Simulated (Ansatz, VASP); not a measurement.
Sr in VASP and in Ansatz

POSCAR

```
Sr
1.0
    4.0671279462     -2.6880604413      0.0000000000
    4.0671279462      2.6880604413      0.0000000000
    0.0000000000      0.0000000000     10.9652684531
Sr
4
Direct
    0.8500000000      0.1500000000      0.1170000000
    0.6500000000      0.3500000000      0.6170000000
    0.1500000000      0.8500000000      0.8830000000
    0.3500000000      0.6500000000      0.3830000000
```

The input INCAR.step1:

```
SYSTEM = Sr
PREC = Accurate ; ENCUT = 550
ISMEAR = 0 ; SIGMA = 0.1
LREAL = .FALSE. ; LASPH = .TRUE.
NELM = 120 ; GGA = PE
ALGO = Normal ; EDIFF = 1E-5
LWAVE = .TRUE. ; LCHARG = .FALSE.
GGA_COMPAT = .FALSE. ; IBRION = 2
ISIF = 3 ; EDIFFG = -0.005
NELMIN = 4 ; NSW = 100
```

The input INCAR.step2:

```
SYSTEM = Sr
PREC = Accurate ; ENCUT = 550
EDIFF = 1E-7 ; ISMEAR = 0
SIGMA = 0.1 ; LREAL = .FALSE.
LASPH = .TRUE. ; NELM = 120
ALGO = Normal ; ISIF = 3
LWAVE = .FALSE. ; LCHARG = .FALSE.
METAGGA = R2SCAN ; LMIXTAU = .TRUE.
IBRION = 2 ; NSW = 90
EDIFFG = -0.04 ; ISTART = 1
GGA_COMPAT = .FALSE. ; NELMIN = 4
```

File KPOINTS:

```
regular mesh
0
G
  4 4 2
  0 0 0
```

Input for Ansatz:

```yaml
crystal:
  lattice:
    - [4.0671279462, -2.6880604413, 0.0]
    - [4.0671279462, 2.6880604413, 0.0]
    - [0.0, 0.0, 10.9652684531]
  atoms:
    - { symbol: Sr, position: [0.85, 0.15, 0.117] }
    - { symbol: Sr, position: [0.65, 0.35, 0.617] }
    - { symbol: Sr, position: [0.15, 0.85, 0.883] }
    - { symbol: Sr, position: [0.35, 0.65, 0.383] }
basis:
  ecutwfc: 500
kpoints:
  mp_grid: { grid: [4, 4, 2] }
hamiltonian:
  xc: r2scan
scf:
  occupations: { method: gaussian, width: 0.1 }
  lower_state_search: "off"
output:
  forces: true
  stress: true
  eigenvalues: true
relax:
  adjacent_minimum: "off"
  f_tol: 0.04
  max_steps: 70
  cell: { stress_tol: 0.4 }
```

Alike in both runs: task relaxation of cell and atoms; functional r2SCAN; k mesh 4 × 4 × 2; occupations gaussian, width 0.1 eV; no spin polarisation.

|  | VASP | Ansatz |
| --- | --- | --- |
| version | VASP 6.6.1 | Ansatz 0.2.0 |
| potentials or method | VASP PAW PBE potentials, release 64 (Sr_sv), cutoff 550 eV | scalar-relativistic, plane waves, PAW |
| valence electrons in the cell | 40 | 40 |

Ansatz gave:

```
gap on the k mesh at the Fermi level, each at its own relaxed structure (eV) : none
relaxed volume (Å³/atom)                                                     : 57.10
relaxed length of the cell vector where the two differ most in proportion (Å)              : 12.344
```

**Question.** Estimate VASP's values.

**Answer.** gap on the k mesh at the Fermi level, each at its own relaxed structure (eV): none; relaxed volume (Å³/atom): 57.26; relaxed length of the cell vector where the two differ most in proportion (Å): 12.371.

VASP's potentials were made for PBE, not for r2SCAN. A gap of «none» marks a metal or a gap that the smearing closes.
